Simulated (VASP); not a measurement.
WSe2: single point with PBE+D3(BJ)

The system is WSe2.

```xyz
6
Lattice="3.2790 0.0000 0.0000 -1.6395 2.8397 0.0000 0.0000 0.0000 12.7886" Properties=species:S:1:pos:R:3 pbc="T T T"
W    -0.1060    1.7871    3.1972
W     1.6395    0.9466    9.5915
Se   -0.0003    1.8928    7.9071
Se    1.7633    1.0703    1.5128
Se   -0.0003    1.8928   11.2758
Se    1.7633    1.0703    4.8815
```

This cell differs from its parent crystal: atoms displaced along a vibrational mode.

```
Program                : VASP 6.6.1
Task                   : single point
Functional             : PBE
Dispersion             : D3(BJ)
Potentials or basis    : VASP PAW PBE potentials, release 64 (W_sv, Se)
Cutoff                 : 520 eV
k mesh                 : 12 × 12 × 2
Occupations            : gaussian, width 0.05 eV
Spin                   : no spin polarisation
Dipole correction      : no
Further INCAR settings : ALGO = Normal; EDIFF = 1e-06; NBANDS = 35
```

```
Pressure                   : 3.5 GPa
Largest force              : 6.045 eV/Å
Band gap on the k mesh     : 0.78 eV (least direct gap 1.20 eV)
Dispersion energy per atom : -0.476 eV
```

Forces in eV/Å, atoms in the order of the input:
```
W    4.586  3.939  0.000
W    0.007  0.003  0.000
Se   0.001  0.005 -0.051
Se  -2.297 -1.976 -1.354
Se   0.001  0.005  0.051
Se  -2.297 -1.976  1.354
```

Stress tensor (GPa, compression positive):
```
 4.69  2.43  0.00
 2.43 -0.47  0.00
 0.00  0.00  6.22
```

Levels at points of the mesh, in eV from the valence-band top:
```
           k point  band 24  band 25  band 26  band 27  band 28  band 29
(0.00, 0.00, 0.00)    -0.98    -0.18    -0.15     1.07     1.83     2.59
(0.50, 0.00, 0.00)    -1.46    -1.35    -0.94     1.97     2.11     2.26
(0.00, 0.50, 0.00)    -1.46    -1.30    -0.22     2.03     2.09     2.10
(0.50, 0.50, 0.00)    -1.47    -1.30     0.00     1.83     1.99     2.11
(0.00, 0.00, 0.50)    -0.43    -0.29    -0.13     1.07     1.85     2.59
(0.50, 0.00, 0.50)    -1.43    -1.29    -1.01     1.97     2.10     2.43
(0.00, 0.50, 0.50)    -1.47    -1.28    -0.23     2.08     2.12     2.17
(0.50, 0.50, 0.50)    -1.46    -1.28     0.00     1.87     2.02     2.11
```

It took 13 min on 1 thread of Intel Xeon 8259CL, on a shared host, peak memory 0.59 GiB.

Caveat: the cell differs from its parent crystal (atoms displaced along a vibrational mode); the stress differs along the axes, from -0 to 6 GPa; spin-orbit coupling is left out, which moves the levels of the heavy elements; forces of over 1 eV/Å act on the atoms, so gaps and moduli don't describe the material at rest. A k mesh can miss the band edges.
